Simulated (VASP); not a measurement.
# TaN (Fm-3m) in VASP: notebook, part 2 of 3

VASP 6.6.1. Earlier steps stand in the parts before.

**3. Electric field gradients, PBEsol (volume scaled by 0.9405)**

Input file INCAR:

```
PREC     = Accurate       # precision mode
ENCUT    = 520            # plane-wave cutoff, eV
EDIFF    = 1E-8           # SCF threshold, eV
ISMEAR   = -1             # smearing method
SIGMA    = 0.02           # smearing width, eV
LREAL    = False          # projectors in reciprocal space
LASPH    = True           # aspherical terms in the spheres
NELM     = 120            # most SCF steps
ALGO     = Normal         # electronic algorithm
ISIF     = 2              # what is computed and relaxed
LWAVE    = False          # write WAVECAR
LCHARG   = False          # write CHGCAR
GGA      = PS             # functional
LEFG     = True         
NBANDS   = 15             # bands
GGA_COMPAT= False
```

Input file KPOINTS:

```
regular mesh
0
Gamma
  9 9 9
```

Input file POSCAR:

```
TaN
1.0
    0.0000000000      2.1348965245      2.1348965245
    2.1348965245      0.0000000000      2.1348965245
    2.1348965245      2.1348965245      0.0000000000
Ta N
1 1
Direct
    0.5000000000      0.5000000000      0.5000000000
    0.0000000000      0.0000000000      0.0000000000
```

Potentials or basis: VASP PAW PBE potentials, release 64 (Ta_pv, N).

Command:

```console
$ cat potpaw_PBE.64/Ta_pv/POTCAR potpaw_PBE.64/N/POTCAR > POTCAR
$ mpirun -np 1 vasp_std > vasp.out
```

OUTCAR:

```text
PREC = Accurate
   ENCUT = 520
   EDIFF = 1E-8
   ISMEAR = -1
   LREAL = False
   LASPH = True
   NELM = 120
   ISIF = 2
   GGA = PS

 ion  position               nearest neighbor table
   1  0.500  0.500  0.500-   2 2.13   2 2.13   2 2.13   2 2.13   2 2.13   2 2.13
   2  0.000  0.000  0.000-   1 2.13   1 2.13   1 2.13   1 2.13   1 2.13   1 2.13

  LATTYP: Found a face centered cubic cell.
 ALAT       =     4.2697930490

  Lattice vectors:

 A1 = (   0.0000000000,   2.1348965245,   2.1348965245)
 A2 = (   2.1348965245,   0.0000000000,   2.1348965245)
 A3 = (   2.1348965245,   2.1348965245,   0.0000000000)

Analysis of symmetry for initial positions (statically):
=====================================================================
 Subroutine PRICEL returns:
 Original cell was already a primitive cell.

 Routine SETGRP: Setting up the symmetry group for a
 face centered cubic supercell.

 Subroutine GETGRP returns: Found 48 space group operations
 (whereof 48 operations were pure point group operations)
 out of a pool of 48 trial point group operations.

The static configuration has the point symmetry O_h .

Analysis of symmetry for dynamics (positions and initial velocities):
=====================================================================
 Subroutine PRICEL returns:
 Original cell was already a primitive cell.

 Routine SETGRP: Setting up the symmetry group for a
 face centered cubic supercell.

 Subroutine GETGRP returns: Found 48 space group operations
 (whereof 48 operations were pure point group operations)
 out of a pool of 48 trial point group operations.

[... 574 lines left out ...]
      5       3.3403      2.00000
      6       4.3419      2.00000
      7       5.5550      2.00000
      8       5.5550      2.00000
      9      12.7074      0.00000
     10      14.4383      0.00000
     11      14.4383      0.00000
     12      15.7958      0.00000
     13      18.5702      0.00000
     14      20.3242      0.00000
     15      22.9938      0.00000

 [... further k-points ...]

------------------------ aborting loop because EDIFF is reached ----------------------------------------

  FORCE on cell =-STRESS in cart. coord.  units (eV):
  Direction    XX          YY          ZZ          XY          YZ          ZX
  --------------------------------------------------------------------------------------
  -------------------------------------------------------------------------------------
  Total        3.9126006      3.9126006      3.9126006     -0.0000000      0.0000000     -0.0000000
  in kB      322.1184616    322.1184616    322.1184616     -0.0000000      0.0000000     -0.0000000
  external PRESSURE =     322.1184616 kB  Pullay stress =       0.0000000 kB

 VOLUME and BASIS-vectors are now :
 -----------------------------------------------------------------------------
  energy-cutoff  :      520.00
  volume of cell :       19.46
      direct lattice vectors                 reciprocal lattice vectors
     0.000000000  2.134896524  2.134896524    -0.234203388  0.234203388  0.234203388
     2.134896524  0.000000000  2.134896524     0.234203388 -0.234203388  0.234203388
     2.134896524  2.134896524  0.000000000     0.234203388  0.234203388 -0.234203388

 POSITION                                       TOTAL-FORCE (eV/Angst)
 -----------------------------------------------------------------------------------
      2.13490      2.13490      2.13490        -0.000000     -0.000000     -0.000000
      0.00000      0.00000      0.00000         0.000000      0.000000      0.000000
 -----------------------------------------------------------------------------------
    total drift:                                0.000000     -0.000000     -0.000000

  FREE ENERGIE OF THE ION-ELECTRON SYSTEM (eV)
  ---------------------------------------------------
  free  energy   TOTEN  =       -23.0686844755 eV

  energy  without entropy=      -23.0677186951  energy(sigma->0) =      -23.06820159

 Electric field gradients (V/A^2)
---------------------------------------------------------------------
 ion       V_xx      V_yy      V_zz      V_xy      V_xz      V_yz
---------------------------------------------------------------------
   1      -0.000    -0.000    -0.000     0.000     0.000     0.000
   2      -0.000    -0.000    -0.000    -0.001    -0.001    -0.001
---------------------------------------------------------------------

 Electric field gradients after diagonalization (V/A^2)
 (convention: |V_zz| > |V_xx| > |V_yy|)
----------------------------------------------------------------------
 ion       V_xx      V_yy      V_zz     asymmetry (V_yy - V_xx)/ V_zz
----------------------------------------------------------------------
   1      -0.000    -0.000     0.001       0.000
   2       0.001     0.001    -0.001       0.000
----------------------------------------------------------------------

           NMR quadrupolar parameters

 Cq : quadrupolar parameter    Cq=e*Q*V_zz/h
 eta: asymmetry parameters     (V_yy - V_xx)/ V_zz
 Q  : nuclear electric quadrupole moment in mb (millibarn)
----------------------------------------------------------------------
 ion       Cq(MHz)       eta       Q (mb)
----------------------------------------------------------------------
   1       0.000       0.000       1.000
   2      -0.000       0.000       1.000
----------------------------------------------------------------------
```

OSZICAR:

```text
N       E                     dE             d eps       ncg     rms          rms(c)
DAV:   1     0.897563542206E+02    0.89756E+02   -0.87571E+03  1050   0.115E+03
DAV:   2    -0.229812793159E+02   -0.11274E+03   -0.10657E+03  1281   0.312E+02
DAV:   3    -0.258593853768E+02   -0.28781E+01   -0.28607E+01  1176   0.459E+01
DAV:   4    -0.258713745575E+02   -0.11989E-01   -0.11986E-01  1358   0.307E+00
DAV:   5    -0.258714484935E+02   -0.73936E-04   -0.73930E-04  1197   0.209E-01    0.293E+01
DAV:   6    -0.231526224247E+02    0.27188E+01   -0.47738E+00  1234   0.256E+01    0.127E+01
DAV:   7    -0.231035697098E+02    0.49053E-01   -0.45780E-01  1295   0.548E+00    0.823E+00
DAV:   8    -0.230749085704E+02    0.28661E-01   -0.12268E-01  1134   0.276E+00    0.176E+00
DAV:   9    -0.230689441261E+02    0.59644E-02   -0.17520E-02  1141   0.106E+00    0.405E-01
DAV:  10    -0.230687494257E+02    0.19470E-03   -0.11993E-03  1134   0.399E-01    0.102E-01
DAV:  11    -0.230686871830E+02    0.62243E-04   -0.14213E-04  1141   0.128E-01    0.366E-02
DAV:  12    -0.230686849880E+02    0.21950E-05   -0.94056E-06  1218   0.289E-02    0.824E-03
DAV:  13    -0.230686844579E+02    0.53017E-06   -0.11803E-06  1155   0.838E-03    0.360E-03
DAV:  14    -0.230686844789E+02   -0.21013E-07   -0.52840E-08  1190   0.211E-03    0.368E-04
DAV:  15    -0.230686844755E+02    0.34038E-08   -0.27073E-09   553   0.507E-04
   1 F= -.23068684E+02 E0= -.23068202E+02  d E =-.965780E-03
```

It took 8.7 s on 1 thread of Intel Xeon 6975P-C, shared host; peak memory 0.15 GiB.

What came out:

```yaml
Free_energy: -23.0687 eV
Pressure: 32.2 GPa
Band_gap_on_the_k_mesh: zero (band 8 reaches 12.18 eV, above the bottom of band 9 at 8.01 eV)
```

Caveat: without QUAD_EFG the Cq values of the log hold for a quadrupole moment of 1 mb, not for the nuclei; the PAW data sets were made with another functional, which shifts forces and pressure a little; spin-orbit coupling is left out, which moves the levels of the heavy elements.

**4. Electric field gradients, PBEsol (volume scaled by 0.9405)**

Input file INCAR:

```
SYSTEM = TaN
PREC = Accurate
ENCUT = 520
EDIFF = 1E-8
ISMEAR = -1
SIGMA = 0.02
LREAL = .False.
LASPH = .True.
NELM = 120
ALGO = Normal
ISIF = 2
LWAVE = .False.
LCHARG = .False.
GGA = PS
LEFG = .True.
NBANDS = 15
GGA_COMPAT = .False.
```

Input file KPOINTS:

```
regular mesh
0
Gamma
  9 9 9
  0 0 0
```

POSCAR is that of step 3.

Potentials or basis: VASP PAW PBE potentials, release 64 (Ta_pv, N).

Command:

```console
$ cat potpaw_PBE.64/Ta_pv/POTCAR potpaw_PBE.64/N/POTCAR > POTCAR
$ mpirun -np 1 vasp_std > vasp.out
```

OUTCAR:

```text
SYSTEM = TaN
   PREC = Accurate
   ENCUT = 520
   EDIFF = 1E-8
   ISMEAR = -1
   LREAL = .False.
   LASPH = .True.
   NELM = 120
   ISIF = 2
   GGA = PS

 ion  position               nearest neighbor table
   1  0.500  0.500  0.500-   2 2.13   2 2.13   2 2.13   2 2.13   2 2.13   2 2.13
   2  0.000  0.000  0.000-   1 2.13   1 2.13   1 2.13   1 2.13   1 2.13   1 2.13

  LATTYP: Found a face centered cubic cell.
 ALAT       =     4.2697930490

  Lattice vectors:

 A1 = (   0.0000000000,   2.1348965245,   2.1348965245)
 A2 = (   2.1348965245,   0.0000000000,   2.1348965245)
 A3 = (   2.1348965245,   2.1348965245,   0.0000000000)

Analysis of symmetry for initial positions (statically):
=====================================================================
 Subroutine PRICEL returns:
 Original cell was already a primitive cell.

 Routine SETGRP: Setting up the symmetry group for a
 face centered cubic supercell.

 Subroutine GETGRP returns: Found 48 space group operations
 (whereof 48 operations were pure point group operations)
 out of a pool of 48 trial point group operations.

The static configuration has the point symmetry O_h .

Analysis of symmetry for dynamics (positions and initial velocities):
=====================================================================
 Subroutine PRICEL returns:
 Original cell was already a primitive cell.

 Routine SETGRP: Setting up the symmetry group for a
 face centered cubic supercell.

 Subroutine GETGRP returns: Found 48 space group operations
 (whereof 48 operations were pure point group operations)
 out of a pool of 48 trial point group operations.

[... 576 lines left out ...]
      7       5.5550      2.00000
      8       5.5550      2.00000
      9      12.7074      0.00000
     10      14.4383      0.00000
     11      14.4383      0.00000
     12      15.7958      0.00000
     13      18.5702      0.00000
     14      20.3242      0.00000
     15      22.9938      0.00000

 [... further k-points ...]

------------------------ aborting loop because EDIFF is reached ----------------------------------------

  FORCE on cell =-STRESS in cart. coord.  units (eV):
  Direction    XX          YY          ZZ          XY          YZ          ZX
  --------------------------------------------------------------------------------------
  -------------------------------------------------------------------------------------
  Total        3.9126006      3.9126006      3.9126006     -0.0000000      0.0000000     -0.0000000
  in kB      322.1184616    322.1184616    322.1184616     -0.0000000      0.0000000     -0.0000000
  external PRESSURE =     322.1184616 kB  Pullay stress =       0.0000000 kB

 VOLUME and BASIS-vectors are now :
 -----------------------------------------------------------------------------
  energy-cutoff  :      520.00
  volume of cell :       19.46
      direct lattice vectors                 reciprocal lattice vectors
     0.000000000  2.134896524  2.134896524    -0.234203388  0.234203388  0.234203388
     2.134896524  0.000000000  2.134896524     0.234203388 -0.234203388  0.234203388
     2.134896524  2.134896524  0.000000000     0.234203388  0.234203388 -0.234203388

 POSITION                                       TOTAL-FORCE (eV/Angst)
 -----------------------------------------------------------------------------------
      2.13490      2.13490      2.13490        -0.000000     -0.000000     -0.000000
      0.00000      0.00000      0.00000         0.000000      0.000000      0.000000
 -----------------------------------------------------------------------------------
    total drift:                                0.000000     -0.000000     -0.000000

  FREE ENERGIE OF THE ION-ELECTRON SYSTEM (eV)
  ---------------------------------------------------
  free  energy   TOTEN  =       -23.0686844755 eV

  energy  without entropy=      -23.0677186951  energy(sigma->0) =      -23.06820159

 Electric field gradients (V/A^2)
---------------------------------------------------------------------
 ion       V_xx      V_yy      V_zz      V_xy      V_xz      V_yz
---------------------------------------------------------------------
   1      -0.000    -0.000    -0.000     0.000     0.000     0.000
   2      -0.000    -0.000    -0.000    -0.001    -0.001    -0.001
---------------------------------------------------------------------

 Electric field gradients after diagonalization (V/A^2)
 (convention: |V_zz| > |V_xx| > |V_yy|)
----------------------------------------------------------------------
 ion       V_xx      V_yy      V_zz     asymmetry (V_yy - V_xx)/ V_zz
----------------------------------------------------------------------
   1      -0.000    -0.000     0.001       0.000
   2       0.001     0.001    -0.001       0.000
----------------------------------------------------------------------

           NMR quadrupolar parameters

 Cq : quadrupolar parameter    Cq=e*Q*V_zz/h
 eta: asymmetry parameters     (V_yy - V_xx)/ V_zz
 Q  : nuclear electric quadrupole moment in mb (millibarn)
----------------------------------------------------------------------
 ion       Cq(MHz)       eta       Q (mb)
----------------------------------------------------------------------
   1       0.000       0.000       1.000
   2      -0.000       0.000       1.000
----------------------------------------------------------------------
```

stdout:

```text
POSCAR found type information on POSCAR TaN
 POSCAR found :  2 types and       2 ions
 scaLAPACK will be used
 -----------------------------------------------------------------------------
|                                                                             |
|                                                                             |
|     You enforced a specific xc type in the INCAR file but a different       |
|     I HOPE YOU KNOW WHAT YOU ARE DOING!                                     |
|                                                                             |
 -----------------------------------------------------------------------------

 LDA part: xc-table for (Slater+PW92), standard interpolation
 POSCAR, INCAR and KPOINTS ok, starting setup
 FFT: planning ... GRIDC
 FFT: planning ... GRID_SOFT
 FFT: planning ... GRID
 WAVECAR not read
 entering main loop
ion   1

ion   2
```

Wall time 9.7 s (1 thread of Intel Xeon 6975P-C, shared host); peak memory 0.15 GiB.

Results:

```
Free energy            : -23.0687 eV
Pressure               : 32.2 GPa
Band gap on the k mesh : zero (band 8 reaches 12.18 eV, above the bottom of band 9 at 8.01 eV)
```

Levels at points of the mesh, in eV from the Fermi level:
```tsv
k point	band 6	band 7	band 8	band 9	band 10	band 11
(0.00, 0.00, 0.00)	-3.92	-3.92	-2.27	-2.27	-2.27	0.16
```

Caveat: without QUAD_EFG the Cq values of the log hold for a quadrupole moment of 1 mb, not for the nuclei; the PAW data sets were made with another functional, which shifts forces and pressure a little; spin-orbit coupling is left out, which moves the levels of the heavy elements.

(Continued in part 3 of 3.)
